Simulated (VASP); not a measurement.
A run of VASP 6.6.1 is set up as follows.

The input INCAR:

```
SYSTEM = Ho
  PREC = Accurate
  ENCUT = 600
  EDIFF = 1E-6
  ISMEAR = -1
  SIGMA = 0.13605693000000002
  LREAL = .FALSE.
  LASPH = .TRUE.
  NELM = 200
  ALGO = Normal
  ISIF = 2
  LWAVE = .FALSE.
  LCHARG = .FALSE.
  GGA = CA
  NBANDS = 16
  GGA_COMPAT = .FALSE.
  LMAXMIX = 6
```

The input KPOINTS:

```
regular mesh
0
G
  12 12 12
  0 0 0
```

File POSCAR:

```
Ho
1.0
    0.0000000000      2.4077584571      2.4077584571
    2.4077584571      0.0000000000      2.4077584571
    2.4077584571      2.4077584571      0.0000000000
Ho
1
Direct
    0.0000000000      0.0000000000      0.0000000000
```

Potentials or basis: VASP PAW PBE potentials, release 64 (Ho).

Command:

```bash
$ cat potpaw_PBE.64/Ho/POTCAR > POTCAR
$ mpirun -np 1 vasp_std > vasp.out
```

(1) Estimate the pressure.

Results:

(1) 0.0 GPa.

Caveat: the PAW data sets were made with another functional, which shifts forces and pressure a little.
